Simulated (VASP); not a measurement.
Wanted: the native input for a VASP 6.6.1 run.

```
Task                   : single point
Functional             : revPBE
Potentials or basis    : VASP PAW PBE potentials, release 64 (C)
Cutoff                 : 520 eV
k mesh                 : 11 × 11 × 15
Occupations            : fermi-dirac, width 0.1 eV
Spin                   : no spin polarisation
Dipole correction      : no
Further INCAR settings : ALGO = Normal; EDIFF = 1e-06; NBANDS = 13
```

The structure of C lies in POSCAR:

```
C
1.0
    7.9832360386      0.0000000001      0.0000000000
   -3.9916180194      6.9136852138      0.0000000000
    0.0000000000      0.0000000000      1.2877333603
C
3
Direct
    0.0000000000      0.0000000000      0.0000000000
    0.3333333333      0.6666666667      0.5000000000
    0.6666666667      0.3333333333      0.5000000000
```

These files were run (other wordings do the same):

INCAR

```
SYSTEM = C
  PREC = Accurate
  ENCUT = 520
  EDIFF = 1E-6
  ISMEAR = -1
  SIGMA = 0.1
  LREAL = .FALSE.
  LASPH = .TRUE.
  NELM = 60
  ALGO = Normal
  ISIF = 2
  LWAVE = .FALSE.
  LCHARG = .TRUE.
  GGA = RE
  LELF = .TRUE.
  LVHAR = .TRUE.
  NBANDS = 13
```

KPOINTS

```
regular mesh
0
G
  11 11 15
  0 0 0
```

Potentials or basis: VASP PAW PBE potentials, release 64 (C).

Launch:

```bash
$ cat potpaw_PBE.64/C/POTCAR > POTCAR
$ mpirun -np 1 vasp_std > vasp.out
```

Results of the run:

```yaml
Pressure: -0.1 GPa
Band_gap_on_the_k_mesh: zero (bands 6 and 7 overlap by 13.86 eV)
```

Caveat: the PAW data sets were made with another functional, which shifts forces and pressure a little.

It took 2.1 min on 1 thread of Intel Xeon 8259CL, with other jobs on the host, peak memory 0.23 GiB.
